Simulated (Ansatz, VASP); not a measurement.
TaSi2 in VASP and in Ansatz

INCAR

```
SYSTEM = TaSi2
  ALGO = Normal
  EDIFF = 1E-6
  ENCUT = 520
  GGA = PE
  ISIF = 2
  ISMEAR = 0
  LASPH = .True.
  LCHARG = .False.
  LREAL = .False.
  LWAVE = .False.
  NBANDS = 16
  NELM = 80
  PREC = Accurate
  SIGMA = 0.1
```

Contents of KPOINTS:

```
k-points
0
Gamma
  6 6 6
  0 0 0
```

POSCAR

```
TaSi2
1.0
    0.0000000000      2.9049570100      2.9049570100
    2.9049570100      0.0000000000      2.9049570100
    2.9049570100      2.9049570100      0.0000000000
Ta Si
1 2
Direct
    0.2500000000      0.2500000000      0.2500000000
    0.7500000000      0.7500000000      0.7500000000
    0.5000000000      0.5000000000      0.5000000000
```

Input for Ansatz:

```yaml
crystal:
  lattice:
    - [0.0, 2.90495701, 2.90495701]
    - [2.90495701, 0.0, 2.90495701]
    - [2.90495701, 2.90495701, 0.0]
  atoms:
    - { symbol: Ta, position: [0.25, 0.25, 0.25] }
    - { symbol: Si, position: [0.75, 0.75, 0.75] }
    - { symbol: Si, position: [0.5, 0.5, 0.5] }
basis:
  ecutwfc: 420
kpoints:
  mp_grid: { grid: [6, 6, 6] }
hamiltonian:
  xc: pbe
scf:
  occupations: { method: gaussian, width: 0.1 }
  lower_state_search: "off"
output:
  forces: true
  stress: true
  eigenvalues: true
```

Alike in both runs: task single point; functional PBE; k mesh 6 × 6 × 6; occupations gaussian, width 0.1 eV; no spin polarisation.

|  | VASP | Ansatz |
| --- | --- | --- |
| version | VASP 6.6.1 | Ansatz 0.2.0 |
| potentials or method | VASP PAW PBE potentials, release 64 (Ta_pv, Si), cutoff 520 eV | scalar-relativistic, plane waves, PAW |
| valence electrons in the cell | 19 | 21 |

```csv
,VASP,Ansatz,Ansatz less VASP
gap on the k mesh at the Fermi level (eV),none,none,-
pressure (GPa),7.2,7.2,-0.02
```

A gap of «none» marks a metal or a gap that the smearing closes. The functional is the same, so the differences come from potentials, cutoffs and numerics. VASP's potentials hold 19 valence electrons a cell and Ansatz's 21, so a difference there can come from the potentials and not from the codes.

Neither program's run includes spin-orbit coupling.
